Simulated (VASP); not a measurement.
# Be2C (Fm-3m) in VASP: elastic constants with PBEsol

Aim: the elastic constants of Be2C with PBEsol.

Program: VASP 6.6.1. These are calculated values, not measurements. Logs are shortened: lines on timing, memory, paths and dates and some standing lists are left out, and cuts for length are marked.

### Step 1. The cell of the first run

Symmetry: Fm-3m, No. 225, cubic system. The conventional cell has a = 4.311 Å, b = 4.311 Å, c = 4.311 Å, α = 90.00°, β = 90.00°, γ = 90.00°. Be (site symmetry -43m) has 4 C at 1.87 Å and 6 Be at 2.16 Å within 2.5 Å. Within 2.5 Å of C (site symmetry m-3m) lie 8 Be at 1.87 Å.

### Step 2. Elastic constants, PBEsol

File INCAR:

```
PREC     = Accurate       # precision mode
ENCUT    = 600            # plane-wave cutoff, eV
EDIFF    = 1E-8           # SCF threshold, eV
ISMEAR   = 0              # smearing method
SIGMA    = 0.01           # smearing width, eV
LREAL    = F              # projectors in reciprocal space
LASPH    = T              # aspherical terms in the spheres
NELM     = 120            # most SCF steps
ALGO     = Normal         # electronic algorithm
ISIF     = 3              # what is computed and relaxed
LWAVE    = F              # write WAVECAR
LCHARG   = F              # write CHGCAR
GGA      = PS             # functional
IBRION   = 6              # ionic algorithm
NFREE    = 2            
POTIM    = 0.015          # step
NSW      = 1              # ionic steps
GGA_COMPAT= F
```

File KPOINTS:

```
Automatic mesh
0
Gamma
  10 10 10
```

File POSCAR:

```
Be2C
1.0
    0.0000000000      2.1553794437      2.1553794437
    2.1553794437      0.0000000000      2.1553794437
    2.1553794437      2.1553794437      0.0000000000
Be C
2 1
Direct
    0.2500000000      0.2500000000      0.2500000000
    0.7500000000      0.7500000000      0.7500000000
    0.0000000000      0.0000000000      0.0000000000
```

Potentials or basis: VASP PAW PBE potentials, release 64 (Be, C).

Command:

```console
$ cat potpaw_PBE.64/Be/POTCAR potpaw_PBE.64/C/POTCAR > POTCAR
$ mpirun -np 1 vasp_std > vasp.out
```

OUTCAR:

```text
PREC = Accurate
   ENCUT = 600
   EDIFF = 1E-8
   ISMEAR = 0
   LREAL = F
   LASPH = T
   NELM = 120
   ISIF = 3
   GGA = PS
   IBRION = 6
   NFREE = 2
   POTIM = 0.015
   NSW = 1

 ion  position               nearest neighbor table
   1  0.250  0.250  0.250-   3 1.87   3 1.87   3 1.87   3 1.87   2 2.16   2 2.16   2 2.16   2 2.16
                             2 2.16   2 2.16
   2  0.750  0.750  0.750-   3 1.87   3 1.87   3 1.87   3 1.87   1 2.16   1 2.16   1 2.16   1 2.16
                             1 2.16   1 2.16
   3  0.000  0.000  0.000-   1 1.87   2 1.87   2 1.87   2 1.87   1 1.87   1 1.87   2 1.87   1 1.87

  LATTYP: Found a face centered cubic cell.
 ALAT       =     4.3107588874

  Lattice vectors:

 A1 = (   0.0000000000,   2.1553794437,   2.1553794437)
 A2 = (   2.1553794437,   0.0000000000,   2.1553794437)
 A3 = (   2.1553794437,   2.1553794437,   0.0000000000)

Analysis of symmetry for initial positions (statically):
=====================================================================
 Subroutine PRICEL returns:
 Original cell was already a primitive cell.

 Routine SETGRP: Setting up the symmetry group for a
 face centered cubic supercell.

 Subroutine GETGRP returns: Found 48 space group operations
 (whereof 48 operations were pure point group operations)
 out of a pool of 48 trial point group operations.

The static configuration has the point symmetry O_h .

Analysis of symmetry for dynamics (positions and initial velocities):
=====================================================================
 Subroutine PRICEL returns:
 Original cell was already a primitive cell.

 Routine SETGRP: Setting up the symmetry group for a
 face centered cubic supercell.

 Subroutine GETGRP returns: Found 48 space group operations
 (whereof 48 operations were pure point group operations)
 out of a pool of 48 trial point group operations.

The dynamic configuration has the point symmetry O_h .

 Subroutine INISYM returns: Found 48 space group operations
 (whereof 48 operations are pure point group operations),
 and found     1 'primitive' translations

----------------------------------------------------------------------------------------

                                     Primitive cell

  volume of cell :      20.0263

  direct lattice vectors                    reciprocal lattice vectors
     0.000000000  2.155379444  2.155379444    -0.231977716  0.231977716  0.231977716
     2.155379444  0.000000000  2.155379444     0.231977716 -0.231977716  0.231977716
     2.155379444  2.155379444  0.000000000     0.231977716  0.231977716 -0.231977716

  length of vectors
     3.048166841  3.048166841  3.048166841     0.401797190  0.401797190  0.401797190

  position of ions in fractional coordinates (direct lattice)
     0.250000000  0.250000000  0.250000000
     0.750000000  0.750000000  0.750000000
     0.000000000  0.000000000  0.000000000

  ion indices of the primitive-cell ions
   primitive index   ion index
                 1           1
                 2           2
                 3           3

----------------------------------------------------------------------------------------

 KPOINTS: Automatic mesh

Automatic generation of k-mesh.
[... 117 lines left out ...]
------------------------ aborting loop because EDIFF is reached ----------------------------------------

  FORCE on cell =-STRESS in cart. coord.  units (eV):
  Direction    XX          YY          ZZ          XY          YZ          ZX
  --------------------------------------------------------------------------------------
  -------------------------------------------------------------------------------------
  Total        0.0705253      0.0705253      0.0705253     -0.0000000     -0.0000000      0.0000000
  in kB        5.6422746      5.6422746      5.6422746     -0.0000000     -0.0000000      0.0000000
  external PRESSURE =       5.6422746 kB  Pullay stress =       0.0000000 kB
[... 92 lines left out ...]
  FREE ENERGIE OF THE ION-ELECTRON SYSTEM (eV)
  ---------------------------------------------------
  free  energy   TOTEN  =       -18.4034791844 eV

  energy  without entropy=      -18.4034791844  energy(sigma->0) =      -18.40347918

[... ionic steps 4 to 14 ...]

--------------------------------------- Ionic step       15  -------------------------------------------

 number of electron       8.0000000 magnetization

------------------------ aborting loop because EDIFF is reached ----------------------------------------
[... 69 lines left out ...]
--------------------------------------- Ionic step       17  -------------------------------------------

 number of electron       8.0000000 magnetization

 Free energy of the ion-electron system (eV)
  ---------------------------------------------------
  ext. energy  EPLUGINS =         0.00000000
  ---------------------------------------------------
  free energy    TOTEN  =       -18.41156259 eV

  energy without entropy =      -18.41156259  energy(sigma->0) =      -18.41156259

 E-fermi :   7.8776     XC(G=0): -11.5633

 val. band max:        7.8188622944   @ k =   0.0000   0.0000   0.0000
 cond. band min:       8.8823604963   @ k =   0.5000   0.5000   0.0000
 fundamental gap:      1.0634982019
 Fermi energy:         7.8776008876

 k-point     1 :       0.0000    0.0000    0.0000
  band No.  band energies     occupation
      1      -7.3104      2.00000
      2       7.8144      2.00000
      3       7.8144      2.00000
      4       7.8189      2.00000
      5      11.9271      0.00000
      6      11.9310      0.00000
      7      11.9310      0.00000
      8      14.6649      0.00000
[... 243 lines left out ...]
 k-point    24 :       0.4000    0.3000    0.0000
  band No.  band energies     occupation
      1      -4.8040      2.00000
      2       2.2794      2.00000
      3       3.5856      2.00000
      4       3.7313      2.00000
      5      10.4673      0.00000
      6      13.6328      0.00000
      7      18.1508      0.00000
      8      18.3207      0.00000

 [... further k-points ...]

------------------------ aborting loop because EDIFF is reached ----------------------------------------

  FORCE on cell =-STRESS in cart. coord.  units (eV):
  Direction    XX          YY          ZZ          XY          YZ          ZX
  --------------------------------------------------------------------------------------
  -------------------------------------------------------------------------------------
  Total        0.0742168      0.0739189      0.0739189      0.0000000     -0.0000000      0.0000000
  in kB        5.9376109      5.9137748      5.9137748      0.0000000     -0.0000000      0.0000000
  external PRESSURE =       5.9217202 kB  Pullay stress =       0.0000000 kB
[... 18 lines left out ...]
  FREE ENERGIE OF THE ION-ELECTRON SYSTEM (eV)
  ---------------------------------------------------
  free  energy   TOTEN  =       -18.4115625928 eV

  energy  without entropy=      -18.4115625928  energy(sigma->0) =      -18.41156259

 INTERNAL STRAIN TENSORS FROM STRAINED CELLS
 ============================================

 INTERNAL STRAIN TENSOR FOR ION    1 for displacements in x,y,z  (eV/Angst):
          X           Y           Z          XY          YZ          ZX
  --------------------------------------------------------------------------------
  x     0.00000    -0.00000    -0.00000     0.00000     1.41157    -0.00000
  y     0.00000    -0.00000    -0.00000     0.00000     0.00000     1.41156
  z     0.00000     0.00000     0.00000     1.41126    -0.00000    -0.00000

 INTERNAL STRAIN TENSORS FROM DISPLACED ATOMS
 ============================================

 INTERNAL STRAIN TENSOR FOR ION    1 for displacements in x,y,z  (eV/Angst):
          X           Y           Z          XY          YZ          ZX
  --------------------------------------------------------------------------------
  x    -0.00000    -0.00000    -0.00000     0.00000     1.41320     0.00000
  y     0.00000     0.00000     0.00000     0.00000     0.00000     1.41320
  z     0.00000     0.00000     0.00000     1.41320     0.00000     0.00000

 INTERNAL STRAIN TENSOR FOR ION    3 for displacements in x,y,z  (eV/Angst):
          X           Y           Z          XY          YZ          ZX
  --------------------------------------------------------------------------------
  x     0.00000     0.00000     0.00000     0.00000     0.00000     0.00000
  y     0.00000     0.00000     0.00000     0.00000     0.00000     0.00000
  z     0.00000     0.00000     0.00000     0.00000     0.00000     0.00000

 Eigenvectors and eigenvalues of the dynamical matrix
 ----------------------------------------------------

   1 f  =   21.315530 THz   133.929424 2PiTHz  711.009541 cm-1    88.153908 meV
             X         Y         Z           dx          dy          dz
      1.077690  1.077690  1.077690     0.705502   -0.011940    0.046089
      3.233069  3.233069  3.233069    -0.705502    0.011940   -0.046089
      0.000000  0.000000  0.000000    -0.000000   -0.000000    0.000000
[... 43 lines left out ...]
   9 f/i=    0.002161 THz     0.013576 2PiTHz    0.072071 cm-1     0.008936 meV
             X         Y         Z           dx          dy          dz
      1.077690  1.077690  1.077690     0.000000    0.000000    0.547829
      3.233069  3.233069  3.233069     0.000000    0.000000    0.547829
      0.000000  0.000000  0.000000     0.000000    0.000000    0.632271

--------------------------------------------------------------------------------------------------------

 ELASTIC MODULI CONTR FROM IONIC RELAXATION (kBar)
 Direction    XX          YY          ZZ          XY          YZ          ZX
 --------------------------------------------------------------------------------
 XX          -0.0000     -0.0000     -0.0000     -0.0000      0.0000     -0.0000
 YY          -0.0000     -0.0000     -0.0000     -0.0000      0.0000     -0.0000
 ZZ          -0.0000     -0.0000     -0.0000     -0.0000      0.0000     -0.0000
 XY          -0.0000     -0.0000     -0.0000    -19.0716      0.0000     -0.0000
 YZ           0.0000      0.0000      0.0000      0.0000    -19.0716     -0.0000
 ZX          -0.0000     -0.0000     -0.0000     -0.0000     -0.0000    -19.0716
 --------------------------------------------------------------------------------

 TOTAL ELASTIC MODULI (kBar)
 Direction    XX          YY          ZZ          XY          YZ          ZX
 --------------------------------------------------------------------------------
 XX        5804.3248    191.5788    191.5788     -0.0000      0.0000      0.0000
 YY         191.5788   5804.3248    191.5788     -0.0000     -0.0000      0.0000
 ZZ         191.5788    191.5788   5804.3248      0.0000      0.0000      0.0000
 XY          -0.0000     -0.0000      0.0000   2131.3179      0.0000     -0.0000
 YZ           0.0000     -0.0000      0.0000      0.0000   2131.3179     -0.0000
 ZX           0.0000      0.0000      0.0000     -0.0000     -0.0000   2131.3179
 --------------------------------------------------------------------------------
```

Wall time 3.5 min (1 thread of Intel Xeon Platinum 8259CL at 2.50GHz (Skylake/Cascade Lake), shared host); peak memory 0.24 GiB.

What came out:

- Elastic constants C11, C12, C44: 580, 19, 213 GPa
- Voigt bulk modulus: 206 GPa
- Highest phonon frequency at Γ, LO-TO splitting left out: 711 cm⁻¹

Phonon frequencies in cm⁻¹ (negative: imaginary):
| q point | frequencies |
| --- | --- |
| (0.000, 0.000, 0.000) | 0 0 0 657 657 657 711 711 711 |

Elastic tensor in Voigt notation (GPa, in the Cartesian axes of the cell as first typed):
```
580  19  19   0   0   0
 19 580  19   0   0   0
 19  19 580   0   0   0
  0   0   0 213   0   0
  0   0   0   0 213   0
  0   0   0   0   0 213
```

Clamped-ion elastic tensor (GPa):
```
580  19  19   0   0   0
 19 580  19   0   0   0
 19  19 580   0   0   0
  0   0   0 215   0   0
  0   0   0   0 215   0
  0   0   0   0   0 215
```

Caveat: the PAW data sets were made with another functional, which shifts forces and pressure a little.
